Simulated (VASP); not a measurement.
# Li (Fm-3m) in VASP: further runs, part 2 of 2

VASP 6.6.1.

## 3. Single point, RPBE (19.36 Å³/atom)

This run uses another cell than the first one, of 19.36 Å³/atom.

Contents of INCAR:

```
PREC = Accurate ; ENCUT = 520
EDIFF = 1E-6 ; ISMEAR = -1
SIGMA = 0.1 ; LREAL = F
LASPH = T ; NELM = 60
ALGO = Normal ; ISIF = 2
LWAVE = F ; LCHARG = T
GGA = RP ; LELF = T
LVHAR = T ; NBANDS = 8
```

Contents of KPOINTS:

```
Automatic mesh
0
Gamma
  14 14 14
```

Contents of POSCAR:

```
Li
1.0
    0.0000000000      2.1311077720      2.1311077720
    2.1311077720      0.0000000000      2.1311077720
    2.1311077720      2.1311077720      0.0000000000
Li
1
Direct
    0.0000000000      0.0000000000      0.0000000000
```

Potentials or basis: VASP PAW PBE potentials, release 64 (Li_sv).

Launch:

```sh
$ cat potpaw_PBE.64/Li_sv/POTCAR > POTCAR
$ mpirun -np 1 vasp_std > vasp.out
```

OUTCAR:

```text
PREC = Accurate
   ENCUT = 520
   EDIFF = 1E-6
   ISMEAR = -1
   LREAL = F
   LASPH = T
   NELM = 60
   ISIF = 2
   GGA = RP

 ion  position               nearest neighbor table
   1  0.000  0.000  0.000-

  LATTYP: Found a face centered cubic cell.
 ALAT       =     4.2622155440

  Lattice vectors:

 A1 = (   0.0000000000,   2.1311077720,   2.1311077720)
 A2 = (   2.1311077720,   0.0000000000,   2.1311077720)
 A3 = (   2.1311077720,   2.1311077720,   0.0000000000)

Analysis of symmetry for initial positions (statically):
=====================================================================
 Subroutine PRICEL returns:
 Original cell was already a primitive cell.

 Routine SETGRP: Setting up the symmetry group for a
 face centered cubic supercell.

 Subroutine GETGRP returns: Found 48 space group operations
 (whereof 48 operations were pure point group operations)
 out of a pool of 48 trial point group operations.

The static configuration has the point symmetry O_h .

Analysis of symmetry for dynamics (positions and initial velocities):
=====================================================================
 Subroutine PRICEL returns:
 Original cell was already a primitive cell.

 Routine SETGRP: Setting up the symmetry group for a
 face centered cubic supercell.

 Subroutine GETGRP returns: Found 48 space group operations
 (whereof 48 operations were pure point group operations)
 out of a pool of 48 trial point group operations.

The dynamic configuration has the point symmetry O_h .

 Subroutine INISYM returns: Found 48 space group operations
 (whereof 48 operations are pure point group operations),
 and found     1 'primitive' translations

----------------------------------------------------------------------------------------

                                     Primitive cell

  volume of cell :      19.3574

  direct lattice vectors                    reciprocal lattice vectors
     0.000000000  2.131107772  2.131107772    -0.234619763  0.234619763  0.234619763
     2.131107772  0.000000000  2.131107772     0.234619763 -0.234619763  0.234619763
     2.131107772  2.131107772  0.000000000     0.234619763  0.234619763 -0.234619763

  length of vectors
     3.013841514  3.013841514  3.013841514     0.406373350  0.406373350  0.406373350

  position of ions in fractional coordinates (direct lattice)
     0.000000000  0.000000000  0.000000000

  ion indices of the primitive-cell ions
   primitive index   ion index
                 1           1

----------------------------------------------------------------------------------------

 KPOINTS: Automatic mesh

Automatic generation of k-mesh.
 Grid dimensions read from file:
 generate k-points for:   14   14   14

 Generating k-lattice:

  Cartesian coordinates                     Fractional coordinates (reciprocal lattice)
    -0.016758554  0.016758554  0.016758554     0.071428571  0.000000000  0.000000000
     0.016758554 -0.016758554  0.016758554     0.000000000  0.071428571  0.000000000
     0.016758554  0.016758554 -0.016758554     0.000000000  0.000000000  0.071428571

  Length of vectors
     0.029026668  0.029026668  0.029026668

  Shift w.r.t. Gamma in fractional coordinates (k-lattice)
     0.000000000  0.000000000  0.000000000

 Subroutine IBZKPT returns following result:
 ===========================================

 Found    104 irreducible k-points:

 Following reciprocal coordinates:
            Coordinates               Weight
  0.000000  0.000000  0.000000      1.000000
  0.071429  0.000000  0.000000      8.000000
  0.142857  0.000000  0.000000      8.000000
  0.214286  0.000000  0.000000      8.000000
  0.285714  0.000000  0.000000      8.000000
  0.357143  0.000000  0.000000      8.000000
[... 16 lines left out ...]
  0.214286  0.142857  0.000000     24.000000
  0.285714  0.142857  0.000000     24.000000
 [... further k-points ...]
   k-points           NKPTS =    104   k-points in BZ     NKDIM =    104   number of bands    NBANDS=      8
   number of dos      NEDOS =    301   number of ions     NIONS =      1
   total plane-waves  NPLWV =  13824
   dimension x,y,z NGX =    24 NGY =   24 NGZ =   24
   dimension x,y,z NGXF=    48 NGYF=   48 NGZF=   48
   ions per type =               1
   NGX,Y,Z   is equivalent  to a cutoff of  13.24, 13.24, 13.24 a.u.
   NGXF,Y,Z  is equivalent  to a cutoff of  26.48, 26.48, 26.48 a.u.
 SYSTEM =  unknown system
   PREC   = accura    normal or accurate (medium, high low for compatibility)
   ISTART =      0    job   : 0-new  1-cont  2-samecut
   ICHARG =      2    charge: 1-file 2-atom 10-const
   ISPIN  =      1    spin polarized calculation?
   LNONCOLLINEAR =      F non collinear calculations
   LSORBIT =      F    spin-orbit coupling
   LASPH  =      T    aspherical Exc in radial PAW
   ENCUT  =  520.0 eV  38.22 Ry    6.18 a.u.   5.60  5.60  5.60*2*pi/ulx,y,z
   NELM   =     60;   NELMIN=  2; NELMDL= -5     # of ELM steps
   EDIFF  = 0.1E-05   stopping-criterion for ELM
   LREAL  =      F    real-space projection
   EDIFFG = 0.1E-04   stopping-criterion for IOM
   NSW    =      0    number of steps for IOM
   IBRION =     -1    ionic relax: 0-MD 1-quasi-New 2-CG
   NFREE  =      0    steps in history (QN), initial steepest desc. (CG)
   ISIF   =      2    stress and relaxation
   ISYM   =      2    0-nonsym 1-usesym 2-fastsym
   POTIM  = 0.5000    time-step for ionic-motion
   TEBEG  =    0.0;   TEEND  =   0.0 temperature during run
   PSTRESS=    0.0 pullay stress
   NELECT =       3.0000    total number of electrons
   NUPDOWN=      -1.0000    fix difference up-down
   EMIN   =  10.00;   EMAX   =-10.00  energy-range for DOS
   EFERMI =   0.00;   METHOD = LEGACY
   ISMEAR =    -1;   SIGMA  =   0.10  broadening in eV -4-tet -1-fermi 0-gaus
   EFERMI_NEDOS =   21; number of points for ismear=-14 and -15
   IALGO  =     38    algorithm
   IMIX   =      4    mixing-type and parameters
     AMIX     =   0.40;   BMIX     =  1.00
     AMIX_MAG =   1.60;   BMIX_MAG =  1.00
  volume/ion in A,a.u.               =      19.36       130.63
  Fermi-wavevector in a.u.,A,eV,Ry     =   0.879360  1.661749 10.521022  0.773273
  Thomas-Fermi vector in A             =   1.999572
   LORBIT       =      0    0 simple, 1 ext, 2 COOP (PROOUT), +10 PAW based schemes
   GGA     = RP    functional components
   LHFCALC =     F    Hartree Fock is set to
   AEXX    =    0.0000 exact exchange contribution
   IVDW    =     0    specifies the selected vdW correction
   LEPSILON=     F    determine dielectric tensor
   LRPA    =     F    only Hartree local field effects (RPA)
 non-spin polarized calculation
  energy-cutoff  :      520.00
  volume of cell :       19.36
 maximum number of plane-waves:       544
   NGX = 11   NGY = 11   NGZ = 11

 number of electron       2.9999994 magnetization

 Free energy of the ion-electron system (eV)
  ---------------------------------------------------
  ext. energy  EPLUGINS =         0.00000000
  ---------------------------------------------------
  free energy    TOTEN  =        -1.81617185 eV

  energy without entropy =       -1.80218320  energy(sigma->0) =       -1.80917752

 E-fermi :   0.8025     XC(G=0):  -7.1193

 val. band max:        0.7889479014   @ k =   0.5000   0.0000   0.0000
 cond. band min:       0.8350607625   @ k =   0.5000   0.0714   0.0000
 fundamental gap:      0.0461128611
 Fermi energy:         0.8024884875

 k-point     1 :       0.0000    0.0000    0.0000
  band No.  band energies     occupation
      1     -45.8228      2.00000
      2      -2.8089      2.00000
      3      15.8902      0.00000
      4      15.8904      0.00000
      5      15.8904      0.00000
      6      19.5822      0.00000
      7      19.5822      0.00000
      8      19.5822      0.00000
[... 243 lines left out ...]
 k-point    24 :       0.2857    0.1429    0.0000
  band No.  band energies     occupation
      1     -45.8104      2.00000
      2      -1.4364      2.00000
      3       9.6560      0.00000
      4      12.4328      0.00000
      5      14.7617      0.00000
      6      15.8235      0.00000
      7      18.1135      0.00000
      8      23.2766      0.00000

 [... further k-points ...]

------------------------ aborting loop because EDIFF is reached ----------------------------------------

  FORCE on cell =-STRESS in cart. coord.  units (eV):
  Direction    XX          YY          ZZ          XY          YZ          ZX
  --------------------------------------------------------------------------------------
  -------------------------------------------------------------------------------------
  Total        0.1414401      0.1414401      0.1414401      0.0000000     -0.0000000      0.0000000
  in kB       11.7067667     11.7067667     11.7067667      0.0000000     -0.0000000      0.0000000
  external PRESSURE =      11.7067667 kB  Pullay stress =       0.0000000 kB

 VOLUME and BASIS-vectors are now :
 -----------------------------------------------------------------------------
  energy-cutoff  :      520.00
  volume of cell :       19.36
      direct lattice vectors                 reciprocal lattice vectors
     0.000000000  2.131107772  2.131107772    -0.234619763  0.234619763  0.234619763
     2.131107772  0.000000000  2.131107772     0.234619763 -0.234619763  0.234619763
     2.131107772  2.131107772  0.000000000     0.234619763  0.234619763 -0.234619763

 POSITION                                       TOTAL-FORCE (eV/Angst)
 -----------------------------------------------------------------------------------
      0.00000      0.00000      0.00000         0.000000      0.000000      0.000000
 -----------------------------------------------------------------------------------
    total drift:                               -0.000000      0.000000     -0.000000

  FREE ENERGIE OF THE ION-ELECTRON SYSTEM (eV)
  ---------------------------------------------------
  free  energy   TOTEN  =        -1.8161718481 eV

  energy  without entropy=       -1.8021831992  energy(sigma->0) =       -1.80917752
```

stdout:

```text
POSCAR found type information on POSCAR Li
 POSCAR found :  1 types and       1 ions
 scaLAPACK will be used
 -----------------------------------------------------------------------------
|                                                                             |
|                                                                             |
|     You enforced a specific xc type in the INCAR file but a different       |
|     I HOPE YOU KNOW WHAT YOU ARE DOING!                                     |
|                                                                             |
 -----------------------------------------------------------------------------

 LDA part: xc-table for (Slater+PW92), standard interpolation
 POSCAR, INCAR and KPOINTS ok, starting setup
 FFT: planning ... GRIDC
 FFT: planning ... GRID_SOFT
 FFT: planning ... GRID
 WAVECAR not read
 entering main loop
```

Run time: 7.8 s. Hardware: 1 thread of Intel Xeon Platinum 8488C (Sapphire Rapids), shared host; peak memory 0.13 GiB.

What came out:

* Free energy: -1.8162 eV
* Band gap on the k mesh: zero (an odd number of electrons rules out a gap without spin polarisation)

Caveat: the cutoff is under 1.25 times the usual one of these potentials, so pressure, stress and relaxed cells hold a basis-set (Pulay) error; the PAW data sets were made with another functional, which shifts forces and pressure a little.

## 4. Single point, RPBE (20.20 Å³/atom)

This run uses another cell than the first one, of 20.20 Å³/atom.

Contents of INCAR:

```
SYSTEM = Li
PREC = Accurate ; ENCUT = 520
EDIFF = 1E-6 ; ISMEAR = -1
SIGMA = 0.1 ; LREAL = .FALSE.
LASPH = .TRUE. ; NELM = 60
ALGO = Normal ; ISIF = 2
LWAVE = .FALSE. ; LCHARG = .TRUE.
GGA = RP ; LELF = .TRUE.
LVHAR = .TRUE. ; NBANDS = 8
```

Contents of KPOINTS:

```
regular mesh
0
G
  14 14 14
  0 0 0
```

Contents of POSCAR:

```
Li
1.0
    0.0000000000      2.1615562825      2.1615562825
    2.1615562825      0.0000000000      2.1615562825
    2.1615562825      2.1615562825      0.0000000000
Li
1
Direct
    0.0000000000      0.0000000000      0.0000000000
```

Launch:

```sh
$ cat potpaw_PBE.64/Li_sv/POTCAR > POTCAR
$ mpirun -np 1 vasp_std > vasp.out
```

It took 7.5 s on 1 thread of Intel Xeon Platinum 8488C (Sapphire Rapids), shared host; peak memory 0.13 GiB.

It converged, with:

- Free energy: -1.8210 eV
- Band gap on the k mesh: zero (an odd number of electrons rules out a gap without spin polarisation)

Levels at points of the mesh, in eV from the Fermi level:
```csv
k point,band 1,band 2,band 3,band 4,band 5,band 6
"(0.00, 0.00, 0.00)",-46.70,-3.56,14.63,14.63,14.63,18.27
"(0.50, 0.00, 0.00)",-46.68,0.00,2.96,12.86,12.86,16.61
"(0.50, 0.50, 0.00)",-46.67,1.57,4.73,8.56,8.56,10.63
```

Caveat: the cutoff is under 1.25 times the usual one of these potentials, so pressure, stress and relaxed cells hold a basis-set (Pulay) error; the PAW data sets were made with another functional, which shifts forces and pressure a little.

## 5. Single point, RPBE (21.04 Å³/atom)

This run uses another cell than the first one, of 21.04 Å³/atom.

Contents of INCAR:

```
PREC = Accurate
ENCUT = 520
EDIFF = 1E-6
ISMEAR = -1
SIGMA = 0.1
LREAL = F
LASPH = T
NELM = 60
ALGO = Normal
ISIF = 2
LWAVE = F
LCHARG = F
GGA = RP
NBANDS = 8
```

Contents of KPOINTS:

```
regular mesh
0
Gamma
  14 14 14
```

Contents of POSCAR:

```
Li
1.0
    0.0000000000      2.1911703225      2.1911703225
    2.1911703225      0.0000000000      2.1911703225
    2.1911703225      2.1911703225      0.0000000000
Li
1
Direct
    0.0000000000      0.0000000000      0.0000000000
```

Launch:

```sh
$ cat potpaw_PBE.64/Li_sv/POTCAR > POTCAR
$ mpirun -np 1 vasp_std > vasp.out
```

Wall time 6.2 s (1 thread of Intel Xeon Platinum 8488C (Sapphire Rapids), shared host); peak memory 0.13 GiB.

The run converged. Its results:

```
Free energy            : -1.8226 eV
Band gap on the k mesh : zero (an odd number of electrons rules out a gap without spin polarisation)
```

Levels at points of the mesh, in eV from the Fermi level:
```csv
k point,band 1,band 2,band 3,band 4,band 5,band 6
"(0.00, 0.00, 0.00)",-46.77,-3.50,14.21,14.21,14.21,17.80
"(0.50, 0.00, 0.00)",-46.75,0.02,2.83,12.49,12.49,16.18
"(0.50, 0.50, 0.00)",-46.75,1.54,4.58,8.32,8.33,10.37
```

Caveat: the cutoff is under 1.25 times the usual one of these potentials, so pressure, stress and relaxed cells hold a basis-set (Pulay) error; the PAW data sets were made with another functional, which shifts forces and pressure a little.

## 6. Single point, RPBE (21.88 Å³/atom)

This run uses another cell than the first one, of 21.88 Å³/atom.

Contents of INCAR:

```
SYSTEM = Li
PREC = Accurate
ENCUT = 520
EDIFF = 1E-7
ISMEAR = -1
SIGMA = 0.1
LREAL = .False.
LASPH = .True.
NELM = 60
ALGO = Normal
ISIF = 2
LWAVE = .False.
LCHARG = .False.
GGA = RP
NBANDS = 8
```

Contents of KPOINTS:

```
Automatic mesh
0
Gamma
  14 14 14
  0 0 0
```

Contents of POSCAR:

```
Li
1.0
    0.0000000000      2.2200048176      2.2200048176
    2.2200048176      0.0000000000      2.2200048176
    2.2200048176      2.2200048176      0.0000000000
Li
1
Direct
    0.0000000000      0.0000000000      0.0000000000
```

Potentials or basis: VASP PAW PBE potentials, release 64 (Li_sv).

Launch:

```sh
$ cat potpaw_PBE.64/Li_sv/POTCAR > POTCAR
$ mpirun -np 1 vasp_std > vasp.out
```

It took 8.8 s on 1 thread of Intel Xeon Platinum 8488C (Sapphire Rapids), shared host; peak memory 0.13 GiB.

It converged, with:

| Property | Result |
| --- | --- |
| Free energy | -1.8214 eV |
| Band gap on the k mesh | zero (an odd number of electrons rules out a gap without spin polarisation) |

Levels at points of the mesh, in eV from the Fermi level:
| k point | band 1 | band 2 | band 3 | band 4 | band 5 | band 6 | band 7 |
| --- | --- | --- | --- | --- | --- | --- | --- |
| (0.00, 0.00, 0.00) | -46.84 | -3.45 | 13.81 | 13.81 | 13.81 | 17.36 | 17.36 |
| (0.50, 0.00, 0.00) | -46.82 | 0.03 | 2.71 | 12.15 | 12.15 | 15.79 | 15.79 |
| (0.50, 0.50, 0.00) | -46.82 | 1.51 | 4.44 | 8.11 | 8.11 | 10.13 | 14.46 |

Caveat: the cutoff is under 1.25 times the usual one of these potentials, so pressure, stress and relaxed cells hold a basis-set (Pulay) error; the PAW data sets were made with another functional, which shifts forces and pressure a little.

## 7. The runs side by side

```csv
cell,gap on the mesh (eV)
"a = 2.970 Å, angles 60.0°, 1 atom",none
"a = 3.014 Å, angles 60.0°, 1 atom",none
"a = 3.057 Å, angles 60.0°, 1 atom",none
"a = 3.099 Å, angles 60.0°, 1 atom",none
"a = 3.140 Å, angles 60.0°, 1 atom",none
```

Alike in all rows: task single point; level RPBE; potentials or basis VASP PAW PBE potentials, release 64 (Li_sv); no spin polarisation; k mesh 14 × 14 × 14; cutoff (eV) 520; smearing fermi-dirac 0.1 eV.

Caveats: the cutoff is under 1.25 times the usual one of these potentials, so pressure, stress and relaxed cells hold a basis-set (Pulay) error; the PAW data sets were made with another functional, which shifts forces and pressure a little.

Total energies depend on the potentials used, so only differences within one code and one set of settings carry meaning.

The gap in the log of VASP goes by the Fermi energy; the results here count the filled bands.